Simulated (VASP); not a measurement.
Here is a VASP 6.6.1 calculation.

The input INCAR:

```
SYSTEM = Sr
  PREC = Accurate
  ENCUT = 520
  EDIFF = 1E-6
  ISMEAR = -1
  SIGMA = 0.05
  LREAL = .False.
  LASPH = .True.
  NELM = 60
  ALGO = Normal
  ISIF = 2
  LWAVE = .False.
  LCHARG = .True.
  LELF = .True.
  LVHAR = .True.
  NBANDS = 11
```

Contents of KPOINTS:

```
Automatic mesh
0
Gamma
  8 8 8
  0 0 0
```

The input POSCAR:

```
Sr
1.0
    0.0000000000      3.0823855122      3.0823855122
    3.0823855122      0.0000000000      3.0823855122
    3.0823855122      3.0823855122      0.0000000000
Sr
1
Direct
    0.0000000000      0.0000000000      0.0000000000
```

Potentials or basis: VASP PAW LDA potentials, release 64 (Sr_sv).

Launch:

```sh
$ cat potpaw_LDA.64/Sr_sv/POTCAR > POTCAR
$ mpirun -np 1 vasp_std > vasp.out
```

Predict the band gap on the k mesh.

zero (band 5 reaches 1.32 eV, above the bottom of band 6 at 1.24 eV).

Estimate the pressure.

-1.9 GPa.
